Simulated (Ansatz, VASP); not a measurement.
## W: VASP beside Ansatz

```
W
1.0
    -1.56794    1.56794    1.56794
     1.56794   -1.56794    1.56794
     1.56794    1.56794   -1.56794
W
1
Direct
  0.00000 0.00000 0.00000
```

Alike in both runs: functional LDA; k mesh 18 × 18 × 18; occupations gaussian, width 0.1 eV; no spin polarisation.

Ansatz relaxed the structure, and its values are those at the end. VASP's run is a single point on that final structure, the one shown.

|  | VASP | Ansatz |
| --- | --- | --- |
| version | VASP 6.6.1 | Ansatz 0.2.0 |
| potentials or method | VASP PAW LDA potentials, release 64 (W_sv), cutoff 520 eV | scalar-relativistic, plane waves, PAW |
| valence electrons in the cell | 14 | 14 |

```csv
,VASP,Ansatz,Ansatz less VASP
gap on the k mesh at the Fermi level (eV),none,none,-
pressure (GPa),2.0,0.0,-1.96
```

LDA's correlation is that of Perdew and Zunger in VASP and of Perdew and Wang (1992) in Ansatz. A gap of «none» marks a metal or a gap that the smearing closes.

Neither program's run includes spin-orbit coupling.
